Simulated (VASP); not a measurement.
Write the native input for VASP 6.6.1 that does the following.

* Task: relaxation of cell and atoms
* Functional: PBE
* Potentials or basis: VASP PAW PBE potentials, release 64 (Mg, Te, O)
* Cutoff: 600 eV
* k mesh: 3 × 3 × 3
* Occupations: gaussian, width 0.1 eV
* Spin: no spin polarisation
* Dipole correction: no
* Further INCAR settings: ALGO = Normal; EDIFF = 1e-06; IBRION = 2; EDIFFG = -0.04; NSW = 90; ISIF = 3

The structure of Mg2Te3O lies in POSCAR:

```
Mg2Te3O
1.0
    4.1339668000      2.3867468400      2.9352567300
   -4.1339668000      2.3867468400      2.9352567300
    0.0000000000     -4.7734936900      2.9352567300
Mg Te O
2 3 1
Direct
    0.7708021400      0.7708021400      0.7708021400
    0.2291978600      0.2291978600      0.2291978600
    0.0000000000      0.5000000000      0.0000000000
    0.0000000000      0.0000000000      0.5000000000
    0.5000000000      0.0000000000      0.0000000000
    0.5000000000      0.5000000000      0.5000000000
```

The cell was built from a structure type or drawn by symmetry, and may not be a known phase.

These files were run (other wordings do the same):

INCAR

```
SYSTEM = Mg2Te3O
ALGO     = Normal         ! electronic algorithm
EDIFF    = 1E-6           ! SCF threshold, eV
EDIFFG   = -0.04          ! ionic threshold
ENCUT    = 600            ! plane-wave cutoff, eV
GGA      = PE             ! functional
IBRION   = 2              ! ionic algorithm
ISIF     = 3              ! what is computed and relaxed
ISMEAR   = 0              ! smearing method
LASPH    = .True.         ! aspherical terms in the spheres
LCHARG   = .False.        ! write CHGCAR
LREAL    = .False.        ! projectors in reciprocal space
LWAVE    = .False.        ! write WAVECAR
NELM     = 80             ! most SCF steps
NSW      = 90             ! ionic steps
PREC     = Accurate       ! precision mode
SIGMA    = 0.1            ! smearing width, eV
```

KPOINTS

```
k-points
0
Gamma
  3 3 3
  0 0 0
```

Potentials or basis: VASP PAW PBE potentials, release 64 (Mg, Te, O).

Run with:

```bash
$ cat potpaw_PBE.64/Mg/POTCAR potpaw_PBE.64/Te/POTCAR potpaw_PBE.64/O/POTCAR > POTCAR
$ mpirun -np 1 vasp_std > vasp.out
```

Results of the run:

The relaxed volume is 31.07 Å³/atom. The relaxed cell is a = 5.915 Å, b = 5.915 Å, c = 5.915 Å, α = 103.50°, β = 103.50°, γ = 103.50°. The space group after relaxing (to 0.1 Å) is R-3m (No. 166). The energy gained by relaxing is 679.9 meV/atom, the ionic steps are 13 and the pressure after relaxing is 0.1 GPa. The largest force after relaxing is 0.026 eV/Å and the band gap on the k mesh is zero (bands 14 and 15 overlap by 1.12 eV).

Caveat: the k points lie up to 0.38 Å⁻¹ apart in the final cell, too coarse for converged energies and pressures of a metal; spin-orbit coupling is left out, which moves the levels of the heavy elements.

Wall time 8.8 min on 1 thread of Intel Xeon 8259CL (shared host), peak memory 0.35 GiB.
